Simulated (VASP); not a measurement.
A run of VASP 6.6.1 is set up as follows.

Contents of INCAR:

```
SYSTEM = Te2Mo
PREC = Accurate
ENCUT = 520
EDIFF = 1E-7
ISMEAR = 0
SIGMA = 0.05
LREAL = .False.
LASPH = .True.
NELM = 100
ALGO = Normal
ISIF = 2
LWAVE = .False.
LCHARG = .True.
LDIPOL = .True.
IDIPOL = 3
DIPOL = 0.5 0.5 0.398
GGA = PE
IVDW = 12
LELF = .True.
LVHAR = .True.
LVACPOTAV = .True.
NBANDS = 35
```

KPOINTS

```
regular mesh
0
Gamma
  9 9 1
  0 0 0
```

POSCAR

```
Te2Mo
1.0
    3.5038817216      0.0000000000      0.0000000000
   -1.7519408608      3.0344505828      0.0000000000
    0.0000000000      0.0000000000     24.7677194079
Te Mo
4 2
Direct
    0.3333333333      0.6666666667      0.1816881048
    0.3333333333      0.6666666667      0.3284056788
    0.3333333333      0.6666666667      0.4668923898
    0.3333333333      0.6666666667      0.6136099637
    0.6666666667      0.3333333333      0.2550468918
    0.0000000000      1.0000000000      0.5402511768
```

Potentials or basis: VASP PAW PBE potentials, release 64 (Te, Mo_sv).

Command:

```console
$ cat potpaw_PBE.64/Te/POTCAR potpaw_PBE.64/Mo_sv/POTCAR > POTCAR
$ mpirun -np 1 vasp_std > vasp.out
```

**Question.** What does it give for the largest force?

**Answer.** 0.455 eV/Å.

**Question.** What does it give for the band gap on the k mesh?

**Answer.** 0.96 eV (least direct gap 1.19 eV).

Forces on the atoms (eV/Å):
```
Te   0.000  0.000  0.012
Te   0.000  0.000 -0.455
Te   0.000  0.000  0.455
Te   0.000  0.000 -0.012
Mo   0.000  0.000 -0.106
Mo   0.000  0.000  0.106
```

Caveat: spin-orbit coupling is left out, which moves the levels of the heavy elements.
